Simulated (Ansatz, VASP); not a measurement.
Sc3Al in VASP and in Ansatz

File POSCAR:

```
Sc3Al
1.0
    4.4319878233      0.0000000000      0.0000000000
    0.0000000000      4.4319878233      0.0000000000
    0.0000000000      0.0000000000      4.4319878233
Sc Al
3 1
Direct
    0.5000000000      0.0000000000      0.5000000000
    0.0000000000      0.5000000000      0.5000000000
    0.5000000000      0.5000000000      0.0000000000
    0.0000000000      0.0000000000      0.0000000000
```

Contents of INCAR.step1:

```
ALGO = Normal
EDIFF = 1E-4
ENCUT = 600
GGA = PE
ISMEAR = 0
LASPH = T
LCHARG = F
LREAL = F
LWAVE = T
NELM = 100
PREC = Accurate
SIGMA = 0.1
```

INCAR.step2

```
ALGO = Normal
EDIFF = 1E-6
EDIFFG = -0.01
ENCUT = 600
IBRION = 2
ISIF = 3
ISMEAR = 0
ISTART = 1
LASPH = T
LCHARG = F
LMIXTAU = T
LREAL = F
LWAVE = F
METAGGA = R2SCAN
NELM = 100
NSW = 100
PREC = Accurate
SIGMA = 0.1
```

KPOINTS

```
k-points
0
Gamma
  10 10 10
```

Input for Ansatz:

```yaml
crystal:
  lattice:
    - [4.4319878233, 0.0, 0.0]
    - [0.0, 4.4319878233, 0.0]
    - [0.0, 0.0, 4.4319878233]
  atoms:
    - { symbol: Sc, position: [0.5, 0.0, 0.5] }
    - { symbol: Sc, position: [0.0, 0.5, 0.5] }
    - { symbol: Sc, position: [0.5, 0.5, 0.0] }
    - { symbol: Al, position: [0.0, 0.0, 0.0] }
basis:
  ecutwfc: 500
kpoints:
  mp_grid: { grid: [10, 10, 10] }
hamiltonian:
  xc: r2scan
scf:
  occupations: { method: gaussian, width: 0.1 }
output:
  forces: true
  stress: true
  eigenvalues: true
relax:
  adjacent_minimum: "off"
  f_tol: 0.01
  max_steps: 80
  cell: { stress_tol: 0.05 }
```

Alike in both runs: task relaxation of cell and atoms; functional r2SCAN; k mesh 10 × 10 × 10; occupations gaussian, width 0.1 eV; no spin polarisation.

|  | VASP | Ansatz |
| --- | --- | --- |
| version | VASP 6.6.1 | Ansatz 0.2.0 |
| potentials or method | VASP PAW PBE potentials, release 64 (Sc_sv, Al), cutoff 600 eV | scalar-relativistic, plane waves, PAW |
| valence electrons in the cell | 36 | 36 |

```csv
,VASP,Ansatz,Ansatz less VASP
"gap on the k mesh at the Fermi level, each at its own relaxed structure (eV)",none,none,-
relaxed volume (Å³/atom),21.76,21.69,-0.075
relaxed cell length with the largest relative difference (Å),4.432,4.427,-0.0051
```

VASP's potentials were made for PBE, not for r2SCAN. A gap of «none» marks a metal or a gap that the smearing closes.

Noted on VASP's run: the relaxation stopped at its first step, so nothing moved.
